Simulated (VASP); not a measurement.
Set up this calculation in VASP 6.6.1, as the native input.

```yaml
Task: single point
Functional: PBE
Potentials_or_basis: VASP PAW PBE potentials, release 64 (Hf_pv, O)
Cutoff: 520 eV
k_mesh: 5 × 5 × 6
Occupations: fermi-dirac, width 0.05 eV
Spin: no spin polarisation
Dipole_correction: no
Further_INCAR_settings: ALGO = Normal; EDIFF = 1e-07; NBANDS = 56
```

The structure of HfO2 lies in POSCAR:

```
HfO2
1.0
    5.1139648799      0.0000000000      0.0000000000
    0.0000000000      5.1990728670      0.0000000000
    0.0000000000      0.0000000000      4.9232745519
Hf O
4 8
Direct
    0.2225908200      0.7817995800      0.2720679400
    0.7225908200      0.7182004200      0.7279320600
    0.7774091800      0.2182004200      0.2720679400
    0.2774091800      0.2817995800      0.7279320600
    0.1868153200      0.1636487800      0.1045346200
    0.6868153200      0.3363512200      0.8954653800
    0.8131846800      0.8363512200      0.1045346200
    0.3131846800      0.6636487800      0.8954653800
    0.0000000000      0.5000000000      0.4890544500
    0.5000000000      0.0000000000      0.5109455500
    0.0000000000      0.0000000000      0.5756249900
    0.5000000000      0.5000000000      0.4243750100
```

The input as run:

INCAR

```
ALGO     = Normal         # electronic algorithm
EDIFF    = 1E-7           # SCF threshold, eV
ENCUT    = 520            # plane-wave cutoff, eV
GGA      = PE             # functional
ISIF     = 2              # what is computed and relaxed
ISMEAR   = -1             # smearing method
LASPH    = True           # aspherical terms in the spheres
LCHARG   = False          # write CHGCAR
LREAL    = False          # projectors in reciprocal space
LWAVE    = False          # write WAVECAR
NBANDS   = 56             # bands
NELM     = 100            # most SCF steps
PREC     = Accurate       # precision mode
SIGMA    = 0.05           # smearing width, eV
```

KPOINTS

```
k-points
0
Gamma
  5 5 6
```

Potentials or basis: VASP PAW PBE potentials, release 64 (Hf_pv, O).

Run with:

```console
$ cat potpaw_PBE.64/Hf_pv/POTCAR potpaw_PBE.64/O/POTCAR > POTCAR
$ mpirun -np 1 vasp_std > vasp.out
```

Results of the run:

```yaml
Pressure: 1.2 GPa
Largest_force: 0.053 eV/Å
Band_gap_on_the_k_mesh: 3.77 eV
```

Caveat: spin-orbit coupling is left out, which moves the levels of the heavy elements; an odd mesh through Γ misses points on the zone boundary, where band edges can lie.

It took 8.6 min on 1 thread of Intel Xeon 8259CL, on a shared host, peak memory 0.36 GiB.
